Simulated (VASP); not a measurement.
**KCl: electric field gradients with PBEsol**

KCl:

```
CELL_PARAMETERS angstrom
3.63400 0.00000 0.00000
0.00000 3.63400 0.00000
0.00000 0.00000 3.67034
ATOMIC_POSITIONS crystal
K 0.00000 0.00000 0.00000
Cl 0.50000 0.50000 0.50000
```

This cell differs from its parent crystal: zz strain of +1 %.

```
Program                : VASP 6.6.1
Task                   : electric field gradients
Functional             : PBEsol
Potentials or basis    : VASP PAW PBE potentials, release 64 (K_sv, Cl)
Cutoff                 : 400 eV
k mesh                 : 7 × 7 × 7
Occupations            : fermi-dirac, width 0.01 eV
Spin                   : no spin polarisation
Dipole correction      : no
Further INCAR settings : ALGO = Normal; EDIFF = 1e-08; NBANDS = 15
```

The pressure is 2.1 GPa. The band gap on the k mesh is 5.32 eV (least direct gap 5.52 eV). The largest electric field gradient by atom is K -1.3; Cl +2.6 V/Å².

Stress tensor (GPa, compression positive):
```
2.24 0.00 0.00
0.00 2.24 0.00
0.00 0.00 1.74
```

Levels at points of the mesh, in eV from the valence-band top:
| k point | band 5 | band 6 | band 7 | band 8 | band 9 | band 10 | band 11 | band 12 |
| --- | --- | --- | --- | --- | --- | --- | --- | --- |
| (0.00, 0.00, 0.00) | -11.06 | -0.26 | -0.20 | -0.20 | 5.32 | 6.23 | 6.27 | 11.00 |

Electric field gradients, principal values (V/Å²):
```csv
atom,least,middle,greatest (by size)
1 K,0.662,0.662,-1.323
2 Cl,-1.280,-1.280,2.559
```

It took 22 s on 1 thread of Intel Xeon 8259CL, on a shared host, peak memory 0.14 GiB.

Caveat: the cell differs from its parent crystal (zz strain of +1 %); without QUAD_EFG the Cq values of the log hold for a quadrupole moment of 1 mb, not for the nuclei; the PAW data sets were made with another functional, which shifts forces and pressure a little. A k mesh can miss the band edges.
